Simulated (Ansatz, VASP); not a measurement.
Te4W: VASP beside Ansatz

```
CELL_PARAMETERS angstrom
3.06417 1.76910 5.56204
-3.06417 1.76910 5.56204
0.00000 -3.53820 5.56204
ATOMIC_POSITIONS crystal
Te 0.50000 0.50000 0.00000
Te 0.00000 0.50000 0.50000
Te 0.50000 0.00000 0.50000
Te 0.50000 0.50000 0.50000
W 0.00000 0.00000 0.00000
```

Alike in both runs: task relaxation of cell and atoms; functional PBE; k mesh 6 × 6 × 6; occupations gaussian, width 0.1 eV; no spin polarisation.

```csv
,VASP,Ansatz
version,VASP 6.6.1,Ansatz 0.2.0
potentials or method,"VASP PAW PBE potentials, release 64 (Te, W_sv), cutoff 600 eV","scalar-relativistic, plane waves, PAW"
valence electrons in the cell,38,78
```

```tsv
	VASP	Ansatz	Ansatz less VASP
gap on the k mesh at the Fermi level, each at its own relaxed structure (eV)	none	none	-
relaxed volume (Å³/atom)	35.58	35.63	+0.056
relaxed length of the cell vector where the two differ most in proportion (Å)	6.567	6.574	+0.0062
```

A gap of «none» marks a metal or a gap that the smearing closes. VASP's potentials hold 38 valence electrons a cell and Ansatz's 78, so a difference there can come from the potentials and not from the codes.

Neither program's run includes spin-orbit coupling.
